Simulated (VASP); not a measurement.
A run of VASP 6.6.1 is set up as follows.

The input POSCAR:

```
MgS
1.0
    0.0000000000      2.6015179370      2.6098427944
    2.6015179370      0.0000000000      2.6098427944
    2.6015179370      2.6015179370      0.0000000000
Mg S
1 1
Direct
    0.0000000000      0.0000000000      0.0000000000
    0.5000000000      0.5000000000      0.5000000000
```

Contents of INCAR.step1:

```
PREC = Accurate
ENCUT = 520
EDIFF = 1E-5
ISMEAR = 0
SIGMA = 0.01
LREAL = F
LASPH = T
NELM = 80
ALGO = Normal
ISIF = 2
LWAVE = T
LCHARG = F
NBANDS = 11
GGA = PE
```

File INCAR.step2:

```
PREC = Accurate
ENCUT = 520
EDIFF = 1E-7
ISMEAR = 0
SIGMA = 0.01
LREAL = F
LASPH = T
NELM = 80
ALGO = Normal
ISIF = 2
LWAVE = F
LCHARG = F
GGA = PE
LHFCALC = T
HFSCREEN = 0.2079
PRECFOCK = Normal
NBANDS = 11
ISTART = 1
```

File KPOINTS:

```
Automatic mesh
0
Gamma
  6 6 6
```

Potentials or basis: VASP PAW PBE potentials, release 64 (Mg, S).

Command:

```bash
$ cat potpaw_PBE.64/Mg/POTCAR potpaw_PBE.64/S/POTCAR > POTCAR
$ cp INCAR.step1 INCAR
$ mpirun -np 1 vasp_std > vasp.out
$ cp INCAR.step2 INCAR
$ mpirun -np 1 vasp_std > vasp.out
```

Task: Estimate the band gap on the k mesh.

Result: 3.73 eV (least direct gap 4.76 eV).

Task: Estimate the pressure.

Result: -1.0 GPa.

Stress tensor (GPa, compression positive):
```
-0.85  0.00  0.00
 0.00 -0.85  0.00
 0.00  0.00 -1.17
```

Caveat: the cell differs from its parent crystal (uniaxial z strain +0.3%); the PAW data sets were made with another functional, which shifts forces and pressure a little. A k mesh can miss the band edges.
